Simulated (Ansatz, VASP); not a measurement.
# One calculation of Ta, two programs

Contents of INCAR:

```
PREC = Accurate ; ENCUT = 520
EDIFF = 1E-7 ; ISMEAR = 0
SIGMA = 0.15 ; LREAL = False
LASPH = True ; NELM = 100
ALGO = Fast ; ISIF = 2
LWAVE = False ; LCHARG = False
GGA = PS ; NBANDS = 12
```

Contents of KPOINTS:

```
regular mesh
0
Gamma
  20 20 20
```

The input POSCAR:

```
Ta
1.0
   -1.7833824000      1.7833824000      1.5191776000
    1.7833824000     -1.7833824000      1.5191776000
    1.7833824000      1.7833824000     -1.5191776000
Ta
1
Direct
    0.0000000000      0.0000000000      0.0000000000
```

Input for Ansatz:

```yaml
crystal:
  lattice:
    - [-1.7833824, 1.7833824, 1.5191776]
    - [1.7833824, -1.7833824, 1.5191776]
    - [1.7833824, 1.7833824, -1.5191776]
  atoms:
    - { symbol: Ta, position: [0.0, 0.0, 0.0] }
basis:
  ecutwfc: 420
kpoints:
  mp_grid: { grid: [20, 20, 20] }
hamiltonian:
  xc: pbesol
scf:
  occupations: { method: gaussian, width: 0.15 }
output:
  forces: true
  stress: true
  eigenvalues: true
```

Change from the starting cell: strain +0.080 along x and y, -0.080 along z, atoms carried along.

Alike in both runs: task single point; functional PBEsol; k mesh 20 × 20 × 20; occupations gaussian, width 0.15 eV; no spin polarisation.

```csv
,VASP,Ansatz
version,VASP 6.6.1,Ansatz 0.2.0
potentials or method,"VASP PAW PBE potentials, release 64 (Ta_pv), cutoff 520 eV","scalar-relativistic, plane waves, PAW"
valence electrons in the cell,11,13
```

Ansatz gave:

| Item | Value |
| --- | --- |
| gap on the k mesh at the Fermi level (eV) | none |
| pressure (GPa) | -13.6 |
| traceless stress, the component that is largest in VASP (GPa) | 5.69 |

Q: What did VASP give for the same quantities?

A: gap on the k mesh at the Fermi level (eV): none; pressure (GPa): -13.5; traceless stress, the component that is largest in VASP (GPa): 5.66.

VASP's potentials were made for PBE, not for PBEsol. A gap of «none» marks a metal or a gap that the smearing closes. VASP's potentials hold 11 valence electrons a cell and Ansatz's 13, so a difference there can come from the potentials and not from the codes.

Neither program's run includes spin-orbit coupling.
